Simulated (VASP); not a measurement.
# SiC (Moissanite) (P6_3mc) in VASP: notebook, part 2 of 2

VASP 6.6.1.

### Step 4. Single point, HF

This run uses another cell than the first one, of 10.34 Å³/atom, 1.010 times its volume.

Input file POSCAR:

```
SiC
1.0
    3.0760000000      0.0000000000      0.0000000000
   -1.5380000000      2.6638941420      0.0000000000
    0.0000000000      0.0000000000      5.0480000000
Si C
2 2
Direct
    0.6666666667      0.3333333333      0.5000000000
    0.3333333333      0.6666666667      0.0000000000
    0.6666666667      0.3333333333      0.8850000000
    0.3333333333      0.6666666667      0.3850000000
```

Input file INCAR.step1:

```
ALGO = Normal
EDIFF = 1E-5
ENCUT = 520
GGA = PE
ISIF = 2
ISMEAR = -1
LASPH = True
LREAL = False
LWAVE = True
NBANDS = 16
NELM = 60
PREC = Accurate
SIGMA = 0.05
```

Input file INCAR.step2:

```
AEXX = 1.0
AGGAC = 0.0
ALDAC = 0.0
ALGO = Normal
EDIFF = 1E-6
ENCUT = 520
GGA = PE
ISIF = 2
ISMEAR = -1
ISTART = 1
LASPH = True
LCHARG = True
LELF = True
LHFCALC = True
LREAL = False
LVHAR = True
LWAVE = False
NBANDS = 16
NELM = 60
PREC = Accurate
PRECFOCK = Normal
SIGMA = 0.05
```

Input file KPOINTS:

```
k-points
0
Gamma
  5 5 3
```

Potentials or basis: VASP PAW PBE potentials, release 64 (Si, C).

Run with:

```sh
> cat potpaw_PBE.64/Si/POTCAR potpaw_PBE.64/C/POTCAR > POTCAR
> cp INCAR.step1 INCAR
> mpirun -np 1 vasp_std > vasp.out
> cp INCAR.step2 INCAR
> mpirun -np 1 vasp_std > vasp.out
```

OUTCAR:

```text
AEXX = 1.0
   EDIFF = 1E-6
   ENCUT = 520
   GGA = PE
   ISIF = 2
   ISMEAR = -1
   ISTART = 1
   LASPH = True
   LHFCALC = True
   LREAL = False
   NELM = 60
   PREC = Accurate
   PRECFOCK = Normal

 ion  position               nearest neighbor table
   1  0.667  0.333  0.500-   4 1.87   4 1.87   4 1.87   3 1.94   2 3.09   2 3.09   2 3.09   2 3.09
                             2 3.09   2 3.09
   2  0.333  0.667  0.000-   3 1.87   3 1.87   3 1.87   4 1.94   1 3.09   1 3.09   1 3.09   1 3.09
                             1 3.09   1 3.09
   3  0.667  0.333  0.885-   2 1.87   2 1.87   2 1.87   1 1.94
   4  0.333  0.667  0.385-   1 1.87   1 1.87   1 1.87   2 1.94

  LATTYP: Found a hexagonal cell.
 ALAT       =     3.0760000000
 C/A-ratio  =     1.6410923277

  Lattice vectors:

 A1 = (   3.0760000000,   0.0000000000,   0.0000000000)
 A2 = (  -1.5380000000,   2.6638941420,   0.0000000000)
 A3 = (   0.0000000000,   0.0000000000,   5.0480000000)

Analysis of symmetry for initial positions (statically):
=====================================================================
 Subroutine PRICEL returns:
 Original cell was already a primitive cell.

 Routine SETGRP: Setting up the symmetry group for a
 hexagonal supercell.

 Subroutine GETGRP returns: Found 12 space group operations
 (whereof  6 operations were pure point group operations)
 out of a pool of 24 trial point group operations.

The static configuration has the point symmetry C_3v.
 The point group associated with its full space group is C_6v.

Analysis of symmetry for dynamics (positions and initial velocities):
=====================================================================
 Subroutine PRICEL returns:
 Original cell was already a primitive cell.

 Routine SETGRP: Setting up the symmetry group for a
 hexagonal supercell.

 Subroutine GETGRP returns: Found 12 space group operations
 (whereof  6 operations were pure point group operations)
 out of a pool of 24 trial point group operations.
[... 119 lines left out ...]
   ENCUT4O =  -1.0   cutoff for four orbital integrals eV
   NKREDX  =     1    reduce k-point grid by
   NKREDY  =     1    reduce k-point grid by
   NKREDZ  =     1    reduce k-point grid by
   AEXX    =    1.0000 exact exchange contribution
   HFSCREEN=    0.0000 screening length (either q_TF or 0.3 A-1)
   HFSCREENC=   0.0000 screening length for correlation (either q_TF or 0.3 A-1)
   ENCUTFOCK=  -1.0 apply spherical cutoff to Coloumb kernel
   IVDW    =     0    specifies the selected vdW correction
   LEPSILON=     F    determine dielectric tensor
   LRPA    =     F    only Hartree local field effects (RPA)
 non-spin polarized calculation
  energy-cutoff  :      520.00
  volume of cell :       41.36
 maximum number of plane-waves:      1118
 NGX is ok and might be reduce to    24
  NGX = 18; NGY = 18; NGZ = 30

 number of electron      16.0000000 magnetization

 Free energy of the ion-electron system (eV)
  ---------------------------------------------------
  ext. energy  EPLUGINS =         0.00000000
  ---------------------------------------------------
  free energy    TOTEN  =       -51.41659351 eV

  energy without entropy =      -51.41659351  energy(sigma->0) =      -51.41659351

 E-fermi :   6.7817     XC(G=0):   0.0000

 val. band max:        5.7496766560   @ k =   0.0000   0.0000   0.0000
 cond. band min:      16.1683359687   @ k =   0.4000   0.2000   0.0000
 fundamental gap:     10.4186593127
 Fermi energy:         6.7817298873

 k-point     1 :       0.0000    0.0000    0.0000
  band No.  band energies     occupation
      1     -16.2319      2.00000
      2     -11.7450      2.00000
      3      -5.9980      2.00000
      4       3.4639      2.00000
      5       3.4639      2.00000
      6       5.2842      2.00000
[... 167 lines left out ...]
      3      -5.4080      2.00000
      4      -4.5578      2.00000
      5      -1.4518      2.00000
      6       0.1635      2.00000
[... 8 lines left out ...]
     15      27.9379      0.00000
     16      28.4825      0.00000

------------------------ aborting loop because EDIFF is reached ----------------------------------------

  FORCE on cell =-STRESS in cart. coord.  units (eV):
  Direction    XX          YY          ZZ          XY          YZ          ZX
  --------------------------------------------------------------------------------------
  -------------------------------------------------------------------------------------
  Total        0.4935777      0.4935777     -0.6036066      0.0000000      0.0000000      0.0000000
  in kB       19.1180461     19.1180461    -23.3798610      0.0000000      0.0000000      0.0000000
  external PRESSURE =       4.9520771 kB  Pullay stress =       0.0000000 kB

 VOLUME and BASIS-vectors are now :
 -----------------------------------------------------------------------------
  energy-cutoff  :      520.00
  volume of cell :       41.36
      direct lattice vectors                 reciprocal lattice vectors
     3.076000000  0.000000000  0.000000000     0.325097529  0.187695146  0.000000000
    -1.538000000  2.663894142  0.000000000     0.000000000  0.375390292  0.000000000
     0.000000000  0.000000000  5.048000000     0.000000000  0.000000000  0.198098257

 POSITION                                       TOTAL-FORCE (eV/Angst)
 -----------------------------------------------------------------------------------
      1.53800      0.88796      2.52400        -0.000000     -0.000000      0.866174
     -0.00000      1.77593      0.00000         0.000000     -0.000000      0.866174
      1.53800      0.88796      4.46748        -0.000000      0.000000     -0.866174
     -0.00000      1.77593      1.94348         0.000000     -0.000000     -0.866174
 -----------------------------------------------------------------------------------
    total drift:                                0.000000      0.000000     -0.001705

  FREE ENERGIE OF THE ION-ELECTRON SYSTEM (eV)
  ---------------------------------------------------
  free  energy   TOTEN  =       -51.4165935147 eV

  energy  without entropy=      -51.4165935147  energy(sigma->0) =      -51.41659351
```

OSZICAR.step1:

```text
N       E                     dE             d eps       ncg     rms          rms(c)
DAV:   1     0.235343826958E+02    0.23534E+02   -0.71090E+03   320   0.888E+02
DAV:   2    -0.313866472624E+02   -0.54921E+02   -0.50831E+02   472   0.157E+02
DAV:   3    -0.337804698780E+02   -0.23938E+01   -0.23872E+01   408   0.300E+01
DAV:   4    -0.337974042471E+02   -0.16934E-01   -0.16932E-01   400   0.311E+00
DAV:   5    -0.337975692312E+02   -0.16498E-03   -0.16498E-03   424   0.290E-01    0.125E+01
DAV:   6    -0.301215271966E+02    0.36760E+01   -0.66150E+00   400   0.157E+01    0.566E+00
DAV:   7    -0.300435405183E+02    0.77987E-01   -0.10940E+00   448   0.614E+00    0.249E+00
DAV:   8    -0.300270641197E+02    0.16476E-01   -0.45273E-02   368   0.137E+00    0.632E-01
DAV:   9    -0.300257507515E+02    0.13134E-02   -0.72977E-03   424   0.581E-01    0.124E-01
DAV:  10    -0.300260790360E+02   -0.32828E-03   -0.10073E-03   400   0.184E-01    0.578E-02
DAV:  11    -0.300261054876E+02   -0.26452E-04   -0.93896E-05   368   0.685E-02    0.137E-02
DAV:  12    -0.300261063676E+02   -0.88001E-06   -0.64191E-06   256   0.165E-02
   1 F= -.30026106E+02 E0= -.30026106E+02  d E =-.536709E-10
```

Wall time 9.6 min (1 thread of AMD EPYC 7R43 (Zen 3), shared host); peak memory 0.13 GiB.

Results:

| Property | Result |
| --- | --- |
| Free energy | -51.4166 eV |
| Pressure | 0.5 GPa |
| Largest force | 0.866 eV/Å |
| Band gap on the k mesh | 10.42 eV, indirect (least direct gap 12.46 eV) |

Forces on the atoms (eV/Å):
```
Si   0.000  0.000  0.866
Si   0.000  0.000  0.866
C    0.000  0.000 -0.866
C    0.000  0.000 -0.866
```

Stress tensor (GPa, compression positive):
```
 1.91  0.00  0.00
 0.00  1.91  0.00
 0.00  0.00 -2.34
```

Caveat: the k points lie up to 0.47 Å⁻¹ apart; the PAW data sets were made with another functional, which shifts forces and pressure a little. A k mesh can miss the band edges.

### Step 5. Single point, r2SCAN50

This run uses another cell than the first one, of 10.34 Å³/atom, 1.010 times its volume.

POSCAR is that of step 4.

Input file INCAR.step1:

```
SYSTEM = SiC
PREC = Accurate
ENCUT = 520
EDIFF = 1E-5
ISMEAR = -1
SIGMA = 0.05
LREAL = .False.
LASPH = .True.
NELM = 100
ALGO = Normal
ISIF = 2
LWAVE = .True.
LCHARG = .False.
NBANDS = 16
GGA = PE
```

Input file INCAR.step2:

```
SYSTEM = SiC
PREC = Accurate
ENCUT = 520
EDIFF = 1E-6
ISMEAR = -1
SIGMA = 0.05
LREAL = .False.
LASPH = .True.
NELM = 100
ALGO = Normal
ISIF = 2
LWAVE = .False.
LCHARG = .False.
METAGGA = R2SCAN
LHFCALC = .True.
AEXX = 0.5
LMIXTAU = .True.
PRECFOCK = Normal
NBANDS = 16
ISTART = 1
```

Input file KPOINTS:

```
Automatic mesh
0
Gamma
  5 5 3
  0 0 0
```

Run with:

```sh
> cat potpaw_PBE.64/Si/POTCAR potpaw_PBE.64/C/POTCAR > POTCAR
> cp INCAR.step1 INCAR
> mpirun -np 1 vasp_std > vasp.out
> cp INCAR.step2 INCAR
> mpirun -np 1 vasp_std > vasp.out
```

Wall time 9.3 min (1 thread of AMD EPYC 7R43 (Zen 3), shared host); peak memory 0.13 GiB.

It converged, with:

* Free energy: -47.8785 eV
* Pressure: -6.8 GPa
* Largest force: 0.779 eV/Å
* Band gap on the k mesh: 6.36 eV, indirect (least direct gap 8.12 eV)

Forces in eV/Å, atoms in the order of the input:
```
Si   0.000  0.000  0.779
Si   0.000  0.000  0.779
C    0.000  0.000 -0.779
C    0.000  0.000 -0.779
```

Stress tensor (GPa, compression positive):
```
-5.32  0.00  0.00
 0.00 -5.32  0.00
 0.00  0.00 -9.83
```

Levels at points of the mesh, in eV from the valence-band top:
| k point | band 4 | band 5 | band 6 | band 7 | band 8 | band 9 | band 10 | band 11 | band 12 | band 13 |
| --- | --- | --- | --- | --- | --- | --- | --- | --- | --- | --- |
| (0.00, 0.00, 0.00) | -1.98 | -1.98 | -0.39 | -0.39 | 0.00 | 8.58 | 10.12 | 10.53 | 10.53 | 11.79 |

Caveat: the k points lie up to 0.47 Å⁻¹ apart; the PAW data sets were made with another functional, which shifts forces and pressure a little. A k mesh can miss the band edges.

### Step 6. Overview

| task | level | cell | k mesh | cutoff (eV) | grid for exact exchange (PRECFOCK) | gap on the mesh (eV) | pressure (GPa) | largest force (eV/Å) |
| --- | --- | --- | --- | --- | --- | --- | --- | --- |
| single point | r2SCAN+D3(BJ) | a = 3.066, b = 3.066, c = 5.032 Å, angles 90.0, 90.0, 120.0°, 4 atoms | 10 × 10 × 5 | 520 | - | 2.81 | -0.2 | - |
| relaxation of cell and atoms | r2SCAN+D3(BJ) | relaxed from a = 3.076, b = 3.076, c = 5.048 Å, angles 90.0, 90.0, 120.0°, 4 atoms | 10 × 10 × 5 | 600 | - | 2.80 | 0.0 | - |
| single point | HF | a = 3.076, b = 3.076, c = 5.048 Å, angles 90.0, 90.0, 120.0°, 4 atoms | 5 × 5 × 3 | 520 | Normal | 10.42 | 0.5 | 0.87 |
| single point | r2SCAN50 | a = 3.076, b = 3.076, c = 5.048 Å, angles 90.0, 90.0, 120.0°, 4 atoms | 5 × 5 × 3 | 520 | Normal | 6.36 | -6.8 | 0.78 |

Alike in all rows: potentials or basis VASP PAW PBE potentials, release 64 (Si, C); no spin polarisation; smearing fermi-dirac 0.05 eV.

Caveats: some runs use coarse meshes; the PAW data sets were made with another functional, which shifts forces and pressure a little.

Total energies depend on the potentials used, so only differences within one code and one set of settings carry meaning.
